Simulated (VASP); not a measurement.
CuO, 2 atoms in the cell. It takes space group F-43m (No. 216, cubic). The conventional cell has a = 4.655 Å, b = 4.655 Å, c = 4.655 Å, α = 90.00°, β = 90.00°, γ = 90.00°. Cu (site symmetry -43m) has 4 O at 2.02 Å within 2.7 Å. O (site symmetry -43m) has 4 Cu at 2.02 Å within 2.7 Å. 

```yaml
Program: VASP 6.6.1
Task: relaxation of cell and atoms
Functional: RPBE
Potentials_or_basis: VASP PAW PBE potentials, release 64 (Cu, O)
Cutoff: 600 eV
k_mesh: 10 × 10 × 10
Occupations: fermi-dirac, width 0.05 eV
Spin: no spin polarisation
Dipole_correction: no
Further_INCAR_settings: ALGO = Normal; EDIFF = 1e-07; IBRION = 2; EDIFFG = -0.01; NSW = 60; ISIF = 3
```

Potentials or basis: VASP PAW PBE potentials, release 64 (Cu, O).

Command:

```sh
$ cat potpaw_PBE.64/Cu/POTCAR potpaw_PBE.64/O/POTCAR > POTCAR
$ mpirun -np 1 vasp_std > vasp.out
```

Hardware: 1 thread of AMD EPYC 9R45 96-Core Processor (Zen 5), with other jobs on the host.

Q: How long does it take, and how much memory?

A: It took 35 s on 1 thread of AMD EPYC 9R45 96-Core Processor (Zen 5), on a shared host, peak memory 0.14 GiB. Counts: scf iterations 35, k points 47, ion steps 3.
